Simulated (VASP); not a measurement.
# MnSb (rocksalt type) (Fm-3m) in VASP: further runs, part 2 of 2

VASP 6.6.1.

**3. Single point, PBE, collinear spin, ferromagnetic start (20.76 Å³/atom)**

This run uses another cell than the first one, of 20.76 Å³/atom.

INCAR

```
PREC     = Accurate       # precision mode
ENCUT    = 520            # plane-wave cutoff, eV
EDIFF    = 1E-7           # SCF threshold, eV
ISMEAR   = -1             # smearing method
SIGMA    = 0.03           # smearing width, eV
LREAL    = False          # projectors in reciprocal space
LASPH    = True           # aspherical terms in the spheres
NELM     = 150            # most SCF steps
ALGO     = Normal         # electronic algorithm
ISIF     = 2              # what is computed and relaxed
LWAVE    = False          # write WAVECAR
LCHARG   = True           # write CHGCAR
ISPIN    = 2              # spin polarisation
MAGMOM   = 4 0            # initial moments
LORBIT   = 11             # projections on sites
LMAXMIX  = 4              # l up to which the mixer works
GGA      = PE             # functional
LELF     = True           # ELF
LVHAR    = True         
NBANDS   = 20             # bands
```

KPOINTS

```
Automatic mesh
0
Gamma
  11 11 11
```

POSCAR

```
MnSb
1.0
    0.0000000000      2.7481667371      2.7481667371
    2.7481667371      0.0000000000      2.7481667371
    2.7481667371      2.7481667371      0.0000000000
Mn Sb
1 1
Direct
    0.0000000000      0.0000000000      0.0000000000
    0.5000000000      0.5000000000      0.5000000000
```

Potentials or basis: VASP PAW PBE potentials, release 64 (Mn_pv, Sb).

Started as:

```sh
> cat potpaw_PBE.64/Mn_pv/POTCAR potpaw_PBE.64/Sb/POTCAR > POTCAR
> mpirun -np 1 vasp_std > vasp.out
```

OUTCAR:

```text
PREC = Accurate
   ENCUT = 520
   EDIFF = 1E-7
   ISMEAR = -1
   LREAL = False
   LASPH = True
   NELM = 150
   ISIF = 2
   ISPIN = 2
   LORBIT = 11
   GGA = PE

 ion  position               nearest neighbor table
   1  0.000  0.000  0.000-   2 2.75   2 2.75   2 2.75   2 2.75   2 2.75   2 2.75
   2  0.500  0.500  0.500-   1 2.75   1 2.75   1 2.75   1 2.75   1 2.75   1 2.75

  LATTYP: Found a face centered cubic cell.
 ALAT       =     5.4963334742

  Lattice vectors:

 A1 = (   0.0000000000,   2.7481667371,   2.7481667371)
 A2 = (   2.7481667371,   0.0000000000,   2.7481667371)
[... 1318 lines left out ...]

 VOLUME and BASIS-vectors are now :
 -----------------------------------------------------------------------------
  energy-cutoff  :      520.00
  volume of cell :       41.51
      direct lattice vectors                 reciprocal lattice vectors
     0.000000000  2.748166737  2.748166737    -0.181939470  0.181939470  0.181939470
     2.748166737  0.000000000  2.748166737     0.181939470 -0.181939470  0.181939470
     2.748166737  2.748166737  0.000000000     0.181939470  0.181939470 -0.181939470

 POSITION                                       TOTAL-FORCE (eV/Angst)
 -----------------------------------------------------------------------------------
      0.00000      0.00000      0.00000         0.000000      0.000000      0.000000
      2.74817      2.74817      2.74817        -0.000000     -0.000000     -0.000000
 -----------------------------------------------------------------------------------
    total drift:                               -0.000000      0.000000      0.000000

  FREE ENERGIE OF THE ION-ELECTRON SYSTEM (eV)
  ---------------------------------------------------
  free  energy   TOTEN  =       -12.8438159517 eV

  energy  without entropy=      -12.8419421400  energy(sigma->0) =      -12.84287905

 total charge

# of ion       s       p       d       tot
------------------------------------------
    1        0.289   6.199   5.026  11.514
    2        1.140   1.319   0.042   2.501
--------------------------------------------------
tot          1.429   7.518   5.068  14.015

 magnetization (x)

# of ion       s       p       d       tot
------------------------------------------
    1        0.075   0.037   3.547   3.658
    2        0.013  -0.121   0.012  -0.097
--------------------------------------------------
tot          0.087  -0.085   3.558   3.561
```

Run time: 51 s. Hardware: 1 thread of Intel Xeon 6975P-C (Granite Rapids), shared host; peak memory 0.23 GiB.

What came out:

```yaml
Free_energy: -12.8438 eV
Pressure: 2.9 GPa
Net_moment: 3.73 μB per cell
Site_moments: Mn +3.66; Sb -0.10 μB
Valence_electrons_inside_the_program's_atomic_spheres: Mn 11.51; Sb 2.50
```

Levels at points of the mesh, in eV from the Fermi level:
Spin up:
```tsv
k point	band 9	band 10	band 11	band 12	band 13	band 14
(0.00, 0.00, 0.00)	-2.80	1.41	1.41	1.41	5.58	8.11
```
Spin down:
```
           k point  band 5  band 6  band 7  band 8  band 9  band 10
(0.00, 0.00, 0.00)    0.06    0.06    0.14    0.14    0.14     1.43
```

Caveat: spin-orbit coupling is left out, which moves the levels of the heavy elements; a cell with one magnetic atom can't hold antiferromagnetic order, which such compounds often take.

**4. Single point, PBE, collinear spin, ferromagnetic start (21.19 Å³/atom)**

This run uses another cell than the first one, of 21.19 Å³/atom.

INCAR

```
ALGO = Normal
EDIFF = 1E-6
ENCUT = 520
GGA = PE
ISIF = 2
ISMEAR = -1
ISPIN = 2
LASPH = T
LCHARG = F
LMAXMIX = 4
LORBIT = 11
LREAL = F
LWAVE = F
MAGMOM = 4 0
NBANDS = 20
NELM = 150
PREC = Accurate
SIGMA = 0.03
```

KPOINTS

```
k-points
0
Gamma
  11 11 11
```

POSCAR

```
MnSb
1.0
    0.0000000000      2.7671202101      2.7671202101
    2.7671202101      0.0000000000      2.7671202101
    2.7671202101      2.7671202101      0.0000000000
Mn Sb
1 1
Direct
    0.0000000000      0.0000000000      0.0000000000
    0.5000000000      0.5000000000      0.5000000000
```

Potentials or basis: VASP PAW PBE potentials, release 64 (Mn_pv, Sb).

Started as:

```sh
> cat potpaw_PBE.64/Mn_pv/POTCAR potpaw_PBE.64/Sb/POTCAR > POTCAR
> mpirun -np 1 vasp_std > vasp.out
```

OUTCAR:

```text
EDIFF = 1E-6
   ENCUT = 520
   GGA = PE
   ISIF = 2
   ISMEAR = -1
   ISPIN = 2
   LASPH = T
   LORBIT = 11
   LREAL = F
   NELM = 150
   PREC = Accurate

 ion  position               nearest neighbor table
   1  0.000  0.000  0.000-   2 2.77   2 2.77   2 2.77   2 2.77   2 2.77   2 2.77
   2  0.500  0.500  0.500-   1 2.77   1 2.77   1 2.77   1 2.77   1 2.77   1 2.77

  LATTYP: Found a face centered cubic cell.
 ALAT       =     5.5342404202

  Lattice vectors:

 A1 = (   0.0000000000,   2.7671202101,   2.7671202101)
 A2 = (   2.7671202101,   0.0000000000,   2.7671202101)
 A3 = (   2.7671202101,   2.7671202101,   0.0000000000)

Analysis of symmetry for initial positions (statically):
=====================================================================
 Subroutine PRICEL returns:
 Original cell was already a primitive cell.

 Routine SETGRP: Setting up the symmetry group for a
 face centered cubic supercell.

 Subroutine GETGRP returns: Found 48 space group operations
 (whereof 48 operations were pure point group operations)
[... 750 lines left out ...]
      6       8.0600      0.07581
[... 541 lines left out ...]
     19      21.1852      0.00000
     20      22.1097      0.00000

 [... further k-points ...]

------------------------ aborting loop because EDIFF is reached ----------------------------------------

  FORCE on cell =-STRESS in cart. coord.  units (eV):
  Direction    XX          YY          ZZ          XY          YZ          ZX
  --------------------------------------------------------------------------------------
  -------------------------------------------------------------------------------------
  Total        0.3527164      0.3527164      0.3527164     -0.0000000      0.0000000      0.0000000
  in kB       13.3358954     13.3358954     13.3358954     -0.0000000      0.0000000      0.0000000
  external PRESSURE =      13.3358954 kB  Pullay stress =       0.0000000 kB

 VOLUME and BASIS-vectors are now :
 -----------------------------------------------------------------------------
  energy-cutoff  :      520.00
  volume of cell :       42.38
      direct lattice vectors                 reciprocal lattice vectors
     0.000000000  2.767120210  2.767120210    -0.180693270  0.180693270  0.180693270
     2.767120210  0.000000000  2.767120210     0.180693270 -0.180693270  0.180693270
     2.767120210  2.767120210  0.000000000     0.180693270  0.180693270 -0.180693270

 POSITION                                       TOTAL-FORCE (eV/Angst)
 -----------------------------------------------------------------------------------
      0.00000      0.00000      0.00000         0.000000      0.000000      0.000000
      2.76712      2.76712      2.76712         0.000000      0.000000     -0.000000
 -----------------------------------------------------------------------------------
    total drift:                               -0.000000      0.000000      0.000000

  FREE ENERGIE OF THE ION-ELECTRON SYSTEM (eV)
  ---------------------------------------------------
  free  energy   TOTEN  =       -12.8551505017 eV

  energy  without entropy=      -12.8531019314  energy(sigma->0) =      -12.85412622

 total charge

# of ion       s       p       d       tot
------------------------------------------
    1        0.286   6.192   5.014  11.492
    2        1.142   1.309   0.039   2.490
--------------------------------------------------
tot          1.427   7.501   5.053  13.981

 magnetization (x)

# of ion       s       p       d       tot
------------------------------------------
    1        0.075   0.035   3.580   3.690
    2        0.013  -0.126   0.011  -0.102
--------------------------------------------------
tot          0.088  -0.091   3.591   3.588
```

stdout:

```text
POSCAR found type information on POSCAR MnSb
 POSCAR found :  2 types and       2 ions
 scaLAPACK will be used
 LDA part: xc-table for (Slater+PW92), standard interpolation
 POSCAR, INCAR and KPOINTS ok, starting setup
 FFT: planning ... GRIDC
 FFT: planning ... GRID_SOFT
 FFT: planning ... GRID
 WAVECAR not read
 entering main loop
```

Wall time 53 s (1 thread of Intel Xeon 6975P-C (Granite Rapids), shared host); peak memory 0.23 GiB.

Results:

| Quantity | Value |
| --- | --- |
| Free energy | -12.8552 eV |
| Pressure | 1.3 GPa |
| Net moment | 3.76 μB per cell |
| Site moments | Mn +3.69; Sb -0.10 μB |
| Valence electrons inside the program's atomic spheres | Mn 11.49; Sb 2.49 |

Levels at points of the mesh, in eV from the Fermi level:
Spin up:
```csv
k point,band 9,band 10,band 11,band 12,band 13,band 14
"(0.00, 0.00, 0.00)",-2.81,1.35,1.35,1.35,5.30,8.11
```
Spin down:
```csv
k point,band 3,band 4,band 5,band 6,band 7,band 8,band 9,band 10,band 11,band 12
"(0.00, 0.00, 0.00)",-46.40,-11.65,0.07,0.07,0.17,0.17,0.17,1.36,1.36,1.36
```

Caveat: spin-orbit coupling is left out, which moves the levels of the heavy elements; a cell with one magnetic atom can't hold antiferromagnetic order, which such compounds often take.

**5. Single point, PBE, collinear spin, ferromagnetic start**

INCAR

```
PREC = Accurate
ENCUT = 520
EDIFF = 1E-6
ISMEAR = -1
SIGMA = 0.03
LREAL = F
LASPH = T
NELM = 150
ALGO = Normal
ISIF = 2
LWAVE = F
LCHARG = F
ISPIN = 2
MAGMOM = 4 0
LORBIT = 11
LMAXMIX = 4
GGA = PE
NBANDS = 20
```

KPOINTS

```
Automatic mesh
0
Gamma
  11 11 11
```

POSCAR

```
MnSb
1.0
    0.0000000000      2.7858175354      2.7858175354
    2.7858175354      0.0000000000      2.7858175354
    2.7858175354      2.7858175354      0.0000000000
Mn Sb
1 1
Direct
    0.0000000000      0.0000000000      0.0000000000
    0.5000000000      0.5000000000      0.5000000000
```

Started as:

```sh
> cat potpaw_PBE.64/Mn_pv/POTCAR potpaw_PBE.64/Sb/POTCAR > POTCAR
> mpirun -np 1 vasp_std > vasp.out
```

Wall time 47 s (1 thread of Intel Xeon 6975P-C (Granite Rapids), shared host); peak memory 0.24 GiB.

It converged, with:

```yaml
Free_energy: -12.8589 eV
Pressure: 0.1 GPa
Net_moment: 3.78 μB per cell
Site_moments: Mn +3.72; Sb -0.11 μB
Valence_electrons_inside_the_program's_atomic_spheres: Mn 11.47; Sb 2.48
```

Levels at points of the mesh, in eV from the Fermi level:
Spin up:
```tsv
k point	band 8	band 9	band 10	band 11	band 12	band 13	band 14	band 15
(0.00, 0.00, 0.00)	-2.83	-2.83	1.29	1.29	1.29	5.04	8.11	8.17
```
Spin down:
```
           k point  band 4  band 5  band 6  band 7  band 8  band 9  band 10  band 11
(0.00, 0.00, 0.00)  -11.54    0.09    0.09    0.20    0.20    0.20     1.29     1.29
```

Caveat: spin-orbit coupling is left out, which moves the levels of the heavy elements; a cell with one magnetic atom can't hold antiferromagnetic order, which such compounds often take.

**6. Single point, PBE, collinear spin, ferromagnetic start (22.05 Å³/atom)**

This run uses another cell than the first one, of 22.05 Å³/atom.

INCAR

```
SYSTEM = MnSb
ALGO = Normal ; EDIFF = 1E-6
ENCUT = 520 ; GGA = PE
ISIF = 2 ; ISMEAR = -1
ISPIN = 2 ; LASPH = .True.
LCHARG = .False. ; LMAXMIX = 4
LORBIT = 11 ; LREAL = .False.
LWAVE = .False. ; MAGMOM = 4 0
NBANDS = 20 ; NELM = 150
PREC = Accurate ; SIGMA = 0.03
```

KPOINTS

```
k-points
0
Gamma
  11 11 11
  0 0 0
```

POSCAR

```
MnSb
1.0
    0.0000000000      2.8042671959      2.8042671959
    2.8042671959      0.0000000000      2.8042671959
    2.8042671959      2.8042671959      0.0000000000
Mn Sb
1 1
Direct
    0.0000000000      0.0000000000      0.0000000000
    0.5000000000      0.5000000000      0.5000000000
```

Potentials or basis: VASP PAW PBE potentials, release 64 (Mn_pv, Sb).

Started as:

```sh
> cat potpaw_PBE.64/Mn_pv/POTCAR potpaw_PBE.64/Sb/POTCAR > POTCAR
> mpirun -np 1 vasp_std > vasp.out
```

OUTCAR:

```text
SYSTEM = MnSb
   EDIFF = 1E-6
   ENCUT = 520
   GGA = PE
   ISIF = 2
   ISMEAR = -1
   ISPIN = 2
   LASPH = .True.
   LORBIT = 11
   LREAL = .False.
   NELM = 150
   PREC = Accurate

 ion  position               nearest neighbor table
   1  0.000  0.000  0.000-   2 2.80   2 2.80   2 2.80   2 2.80   2 2.80   2 2.80
   2  0.500  0.500  0.500-   1 2.80   1 2.80   1 2.80   1 2.80   1 2.80   1 2.80

  LATTYP: Found a face centered cubic cell.
 ALAT       =     5.6085343918

  Lattice vectors:

 A1 = (   0.0000000000,   2.8042671959,   2.8042671959)
 A2 = (   2.8042671959,   0.0000000000,   2.8042671959)
 A3 = (   2.8042671959,   2.8042671959,   0.0000000000)

Analysis of symmetry for initial positions (statically):
=====================================================================
 Subroutine PRICEL returns:
 Original cell was already a primitive cell.

 Routine SETGRP: Setting up the symmetry group for a
 face centered cubic supercell.

 Subroutine GETGRP returns: Found 48 space group operations
 (whereof 48 operations were pure point group operations)
[... 1292 lines left out ...]
     19      20.4012      0.00000
     20      21.3287      0.00000

 [... further k-points ...]

------------------------ aborting loop because EDIFF is reached ----------------------------------------

  FORCE on cell =-STRESS in cart. coord.  units (eV):
  Direction    XX          YY          ZZ          XY          YZ          ZX
  --------------------------------------------------------------------------------------
  -------------------------------------------------------------------------------------
  Total       -0.2920389     -0.2920389     -0.2920389     -0.0000000      0.0000000      0.0000000
  in kB      -10.6087238    -10.6087238    -10.6087238     -0.0000000      0.0000000      0.0000000
  external PRESSURE =     -10.6087238 kB  Pullay stress =       0.0000000 kB

 VOLUME and BASIS-vectors are now :
 -----------------------------------------------------------------------------
  energy-cutoff  :      520.00
  volume of cell :       44.11
      direct lattice vectors                 reciprocal lattice vectors
     0.000000000  2.804267196  2.804267196    -0.178299700  0.178299700  0.178299700
     2.804267196  0.000000000  2.804267196     0.178299700 -0.178299700  0.178299700
     2.804267196  2.804267196  0.000000000     0.178299700  0.178299700 -0.178299700

 POSITION                                       TOTAL-FORCE (eV/Angst)
 -----------------------------------------------------------------------------------
      0.00000      0.00000      0.00000         0.000000      0.000000      0.000000
      2.80427      2.80427      2.80427        -0.000000     -0.000000     -0.000000
 -----------------------------------------------------------------------------------
    total drift:                               -0.000000      0.000000      0.000000

  FREE ENERGIE OF THE ION-ELECTRON SYSTEM (eV)
  ---------------------------------------------------
  free  energy   TOTEN  =       -12.8559958589 eV

  energy  without entropy=      -12.8530275562  energy(sigma->0) =      -12.85451171

 total charge

# of ion       s       p       d       tot
------------------------------------------
    1        0.279   6.180   4.991  11.450
    2        1.145   1.290   0.034   2.470
--------------------------------------------------
tot          1.425   7.470   5.026  13.921

 magnetization (x)

# of ion       s       p       d       tot
------------------------------------------
    1        0.074   0.034   3.653   3.760
    2        0.015  -0.134   0.010  -0.109
--------------------------------------------------
tot          0.089  -0.100   3.663   3.651
```

Wall time 49 s (1 thread of Intel Xeon 6975P-C (Granite Rapids), shared host); peak memory 0.23 GiB.

What came out:

```
Free energy                                           : -12.8560 eV
Pressure                                              : -1.1 GPa
Net moment                                            : 3.82 μB per cell
Site moments                                          : Mn +3.76; Sb -0.11 μB
Valence electrons inside the program's atomic spheres : Mn 11.45; Sb 2.47
```

Caveat: spin-orbit coupling is left out, which moves the levels of the heavy elements; a cell with one magnetic atom can't hold antiferromagnetic order, which such compounds often take.

**7. The runs side by side**

```tsv
cell	k mesh	gap on the mesh (eV)	pressure (GPa)	moment (μB)
a = 3.940 Å, angles 60.0°, 2 atoms	16 × 16 × 16	none	0.3	3.84
a = 3.886 Å, angles 60.0°, 2 atoms	11 × 11 × 11	none	2.9	3.73
a = 3.913 Å, angles 60.0°, 2 atoms	11 × 11 × 11	none	1.3	3.76
a = 3.940 Å, angles 60.0°, 2 atoms	11 × 11 × 11	none	0.1	3.78
a = 3.966 Å, angles 60.0°, 2 atoms	11 × 11 × 11	none	-1.1	3.82
```

Alike in all rows: task single point; level PBE; potentials or basis VASP PAW PBE potentials, release 64 (Mn_pv, Sb); spin collinear, ferromagnetic start; cutoff (eV) 520; smearing fermi-dirac 0.03 eV.

Caveats: spin-orbit coupling is left out, which moves the levels of the heavy elements; a cell with one magnetic atom can't hold antiferromagnetic order, which such compounds often take.

Total energies depend on the potentials used, so only differences within one code and one set of settings carry meaning.
